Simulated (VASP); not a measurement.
PbF2, 3 atoms in the cell. The structure is cubic, space group Fm-3m (No. 225). The conventional cell has a = 5.921 Å, b = 5.921 Å, c = 5.921 Å, α = 90.00°, β = 90.00°, γ = 90.00°. Within 3.4 Å of Pb (site symmetry m-3m) lie 8 F at 2.56 Å. Within 3.4 Å of F (site symmetry -43m) lie 4 Pb at 2.56 Å and 6 F at 2.96 Å. 

| Item | Value |
| --- | --- |
| Program | VASP 6.6.1 |
| Task | single point |
| Functional | r2SCAN |
| Potentials or basis | VASP PAW PBE potentials, release 64 (Pb_d, F) |
| Cutoff | 520 eV |
| k mesh | 8 × 8 × 8 |
| Occupations | gaussian, width 0.02 eV |
| Spin | no spin polarisation |
| Dipole correction | no |
| Further INCAR settings | ALGO = Normal; EDIFF = 1e-07; NBANDS = 21 |

Potentials or basis: VASP PAW PBE potentials, release 64 (Pb_d, F).

Run with:

```console
$ cat potpaw_PBE.64/Pb_d/POTCAR potpaw_PBE.64/F/POTCAR > POTCAR
$ cp INCAR.step1 INCAR
$ mpirun -np 1 vasp_std > vasp.out
$ cp INCAR.step2 INCAR
$ mpirun -np 1 vasp_std > vasp.out
```

Hardware: 1 thread of Intel(R) Xeon(R) 6975P-C (Granite Rapids), with other jobs on the host.

Task: Estimate the wall time of this run.

Result: Wall time 44 s on 1 thread of Intel(R) Xeon(R) 6975P-C (Granite Rapids) (shared host), peak memory 0.2 GiB. Counts: k points 29.
